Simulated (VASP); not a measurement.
# Ta2Sn (P-3m1) in VASP: density of states with PBE

Aim: the density of states of Ta2Sn with PBE.

Everything below comes from runs of VASP 6.6.1. Logs are shortened: lines on timing, memory, paths and dates and some standing lists are left out, and cuts for length are marked.

### 1 The cell of the first run

The structure is trigonal, space group P-3m1 (No. 164). Conventional cell: a = 4.783 Å, b = 4.783 Å, c = 2.934 Å, α = 90.00°, β = 90.00°, γ = 120.00°. Within 3.8 Å of Ta (site symmetry 3m) lie 8 Ta at 2.91 to 3.42 Å and 6 Sn at 2.94 to 3.36 Å. Sn (site symmetry -3m) has 2 Sn at 2.93 Å and 12 Ta at 2.94 to 3.36 Å within 3.9 Å.

### 2 Density of states, PBE

Contents of POSCAR:

```
Ta2Sn
1.0
    4.7831597935      0.0000000000      0.0000000000
   -2.3915798968      4.1423378915      0.0000000000
    0.0000000000      0.0000000000      2.9338634618
Ta Sn
2 1
Direct
    0.3333333333      0.6666666667      0.3451516057
    0.6666666667      0.3333333333      0.6548483943
    0.0000000000      0.0000000000      0.0000000000
```

Contents of INCAR.step1:

```
SYSTEM = Ta2Sn
ALGO     = Fast           ! electronic algorithm
EDIFF    = 1E-6           ! SCF threshold, eV
ENCUT    = 520            ! plane-wave cutoff, eV
GGA      = PE             ! functional
ISIF     = 2              ! what is computed and relaxed
ISMEAR   = 0              ! smearing method
LASPH    = .TRUE.         ! aspherical terms in the spheres
LCHARG   = .TRUE.         ! write CHGCAR
LMAXMIX  = 4              ! l up to which the mixer works
LREAL    = .FALSE.        ! projectors in reciprocal space
LWAVE    = .FALSE.        ! write WAVECAR
NBANDS   = 25             ! bands
NELM     = 100            ! most SCF steps
PREC     = Accurate       ! precision mode
SIGMA    = 0.1            ! smearing width, eV
```

Contents of KPOINTS.step1:

```
k-points
0
G
  12 12 16
  0 0 0
```

Contents of INCAR.step2:

```
SYSTEM = Ta2Sn
ALGO     = Fast           ! electronic algorithm
EDIFF    = 1E-6           ! SCF threshold, eV
ENCUT    = 520            ! plane-wave cutoff, eV
GGA      = PE             ! functional
ICHARG   = 11             ! starting density
ISIF     = 2              ! what is computed and relaxed
ISMEAR   = -5             ! smearing method
LASPH    = .TRUE.         ! aspherical terms in the spheres
LCHARG   = .FALSE.        ! write CHGCAR
LMAXMIX  = 4              ! l up to which the mixer works
LORBIT   = 10             ! projections on sites
LREAL    = .FALSE.        ! projectors in reciprocal space
LWAVE    = .FALSE.        ! write WAVECAR
NEDOS    = 2001           ! points of the DOS
NELM     = 100            ! most SCF steps
PREC     = Accurate       ! precision mode
SIGMA    = 0.1            ! smearing width, eV
```

Contents of KPOINTS.step2:

```
k-points
0
G
  18 18 24
  0 0 0
```

Potentials or basis: VASP PAW PBE potentials, release 64 (Ta_pv, Sn_d).

Started as:

```console
$ cat potpaw_PBE.64/Ta_pv/POTCAR potpaw_PBE.64/Sn_d/POTCAR > POTCAR
$ cp INCAR.step1 INCAR
$ cp KPOINTS.step1 KPOINTS
$ mpirun -np 1 vasp_std > vasp.out
$ cp INCAR.step2 INCAR
$ cp KPOINTS.step2 KPOINTS
$ mpirun -np 1 vasp_std > vasp.out
```

OUTCAR:

```text
SYSTEM = Ta2Sn
   EDIFF = 1E-6
   ENCUT = 520
   GGA = PE
   ICHARG = 11
   ISIF = 2
   ISMEAR = -5
   LASPH = .TRUE.
   LORBIT = 10
   LREAL = .FALSE.
   NELM = 100
   PREC = Accurate

 ion  position               nearest neighbor table
   1  0.333  0.667  0.345-   2 2.91   2 2.91   2 2.91   3 2.94   3 2.94   3 2.94   3 3.36   3 3.36
                             3 3.36   2 3.42   2 3.42   2 3.42
   2  0.667  0.333  0.655-   1 2.91   1 2.91   1 2.91   3 2.94   3 2.94   3 2.94   3 3.36   3 3.36
                             3 3.36   1 3.42   1 3.42   1 3.42
   3  0.000  0.000  0.000-   1 2.94   2 2.94   1 2.94   2 2.94   2 2.94   1 2.94   2 3.36   1 3.36
                             1 3.36   2 3.36   2 3.36   1 3.36

  LATTYP: Found a hexagonal cell.
 ALAT       =     4.7831597935
 C/A-ratio  =     0.6133734996

  Lattice vectors:

 A1 = (   4.7831597935,   0.0000000000,   0.0000000000)
 A2 = (  -2.3915798968,   4.1423378915,   0.0000000000)
 A3 = (   0.0000000000,   0.0000000000,   2.9338634618)

Analysis of symmetry for initial positions (statically):
=====================================================================
 Subroutine PRICEL returns:
 Original cell was already a primitive cell.

 Routine SETGRP: Setting up the symmetry group for a
 hexagonal supercell.

 Subroutine GETGRP returns: Found 12 space group operations
 (whereof 12 operations were pure point group operations)
 out of a pool of 24 trial point group operations.

The static configuration has the point symmetry D_3d.

Analysis of symmetry for dynamics (positions and initial velocities):
=====================================================================
 Subroutine PRICEL returns:
 Original cell was already a primitive cell.

 Routine SETGRP: Setting up the symmetry group for a
 hexagonal supercell.

 Subroutine GETGRP returns: Found 12 space group operations
 (whereof 12 operations were pure point group operations)
 out of a pool of 24 trial point group operations.

The dynamic configuration has the point symmetry D_3d.

 Subroutine INISYM returns: Found 12 space group operations
 (whereof 12 operations are pure point group operations),
 and found     1 'primitive' translations

----------------------------------------------------------------------------------------

                                     Primitive cell

  volume of cell :      58.1300

[... 91 lines left out ...]
   NELM   =    100;   NELMIN=  2; NELMDL=  0     # of ELM steps
   EDIFF  = 0.1E-05   stopping-criterion for ELM
   LREAL  =      F    real-space projection
   EDIFFG = 0.1E-04   stopping-criterion for IOM
   NSW    =      0    number of steps for IOM
   IBRION =     -1    ionic relax: 0-MD 1-quasi-New 2-CG
   NFREE  =      0    steps in history (QN), initial steepest desc. (CG)
   ISIF   =      2    stress and relaxation
   ISYM   =      2    0-nonsym 1-usesym 2-fastsym
   POTIM  = 0.5000    time-step for ionic-motion
   TEBEG  =    0.0;   TEEND  =   0.0 temperature during run
   PSTRESS=    0.0 pullay stress
   NELECT =      36.0000    total number of electrons
   NUPDOWN=      -1.0000    fix difference up-down
   EMIN   =  10.00;   EMAX   =-10.00  energy-range for DOS
   EFERMI =   0.00;   METHOD = LEGACY
   ISMEAR =    -5;   SIGMA  =   0.10  broadening in eV -4-tet -1-fermi 0-gaus
   EFERMI_NEDOS =   21; number of points for ismear=-14 and -15
   IALGO  =     68    algorithm
   IMIX   =      4    mixing-type and parameters
     AMIX     =   0.40;   BMIX     =  1.00
     AMIX_MAG =   1.60;   BMIX_MAG =  1.00
  volume/ion in A,a.u.               =      19.38       130.76
  Fermi-wavevector in a.u.,A,eV,Ry     =   1.395433  2.636985 26.493705  1.947232
  Thomas-Fermi vector in A             =   2.518885
   LORBIT       =     10    0 simple, 1 ext, 2 COOP (PROOUT), +10 PAW based schemes
   GGA     = PE    functional components
   LHFCALC =     F    Hartree Fock is set to
   AEXX    =    0.0000 exact exchange contribution
   IVDW    =     0    specifies the selected vdW correction
   LEPSILON=     F    determine dielectric tensor
   LRPA    =     F    only Hartree local field effects (RPA)
 non-spin polarized calculation
 RMM-DIIS sequential band-by-band and
 Fermi weights with tetrahedron method with Bloechl corrections
  energy-cutoff  :      520.00
  volume of cell :       58.13
 maximum number of plane-waves:      1589

 number of electron      35.9999994 magnetization

 Free energy of the ion-electron system (eV)
  ---------------------------------------------------
  ext. energy  EPLUGINS =         0.00000000
  ---------------------------------------------------
  free energy    TOTEN  =       -26.99052621 eV

  energy without entropy =      -26.99052621  energy(sigma->0) =      -26.99052621

 E-fermi :   7.8195     XC(G=0): -12.1791

 val. band max:        7.8487981831   @ k =   0.3333   0.3333   0.1667
 cond. band min:       7.7884570907   @ k =  -0.0556   0.5000   0.3750
 fundamental gap:     -0.0603410924
 Fermi energy:         7.8195291066

 k-point     1 :       0.0000    0.0000    0.0000
  band No.  band energies     occupation
      1     -26.6243      2.00000
      2     -26.6243      2.00000
      3     -26.1767      2.00000
      4     -26.1767      2.00000
      5     -26.0192      2.00000
      6     -25.9578      2.00000
[... 589 lines left out ...]
     21      10.6398      0.00000
     22      10.8357      0.00000

 [... further k-points ...]
[... 5 lines left out ...]
  --------------------------------------------------------------------------------------
  -------------------------------------------------------------------------------------
  Total       -0.0187438     -0.0187438      0.0282305      0.0000000      0.0000000      0.0000000
  in kB       -0.5166171     -0.5166171      0.7780875      0.0000000      0.0000000      0.0000000
  external PRESSURE =      -0.0850489 kB  Pullay stress =       0.0000000 kB

 VOLUME and BASIS-vectors are now :
 -----------------------------------------------------------------------------
  energy-cutoff  :      520.00
  volume of cell :       58.13
      direct lattice vectors                 reciprocal lattice vectors
     4.783159794  0.000000000  0.000000000     0.209066818  0.120704784  0.000000000
    -2.391579897  4.142337892  0.000000000     0.000000000  0.241409568  0.000000000
     0.000000000  0.000000000  2.933863462     0.000000000  0.000000000  0.340847491

 POSITION                                       TOTAL-FORCE (eV/Angst)
 -----------------------------------------------------------------------------------
     -0.00000      2.76156      1.01263        -0.000000      0.000000      0.010707
      2.39158      1.38078      1.92124         0.000000     -0.000000     -0.010707
      0.00000      0.00000      0.00000        -0.000000      0.000000      0.000000
 -----------------------------------------------------------------------------------
    total drift:                               -0.000000      0.000000     -0.000000

  FREE ENERGIE OF THE ION-ELECTRON SYSTEM (eV)
  ---------------------------------------------------
  free  energy   TOTEN  =       -26.9905262115 eV

  energy  without entropy=      -26.9905262115  energy(sigma->0) =      -26.99052621

 total charge

# of ion       s       p       d       tot
------------------------------------------
    1        0.337   6.139   2.366   8.842
    2        0.337   6.139   2.366   8.842
    3        1.104   1.273  10.065  12.441
--------------------------------------------------
tot          1.777  13.551  14.797  30.125
```

OUTCAR.step1:

```text
SYSTEM = Ta2Sn
   EDIFF = 1E-6
   ENCUT = 520
   GGA = PE
   ISIF = 2
[... 903 lines left out ...]
     -0.00000      2.76156      1.01263         0.000000     -0.000000      0.007993
      2.39158      1.38078      1.92124        -0.000000      0.000000     -0.007993
      0.00000      0.00000      0.00000        -0.000000      0.000000      0.000000
 -----------------------------------------------------------------------------------
    total drift:                               -0.000000     -0.000000     -0.000000

  FREE ENERGIE OF THE ION-ELECTRON SYSTEM (eV)
  ---------------------------------------------------
  free  energy   TOTEN  =       -26.9929095827 eV

  energy  without entropy=      -26.9860738642  energy(sigma->0) =      -26.98949172
```

Wall time 12 min (1 thread of Intel Xeon Platinum 8488C (Sapphire Rapids), shared host); peak memory 0.98 GiB.

What came out:

| Quantity | Value |
| --- | --- |
| Valence electrons inside the program's atomic spheres | Ta 8.84; Sn 12.44 |

Caveat: spin-orbit coupling is left out, which moves the levels of the heavy elements; tetrahedron occupations give inexact forces and stress in metals.
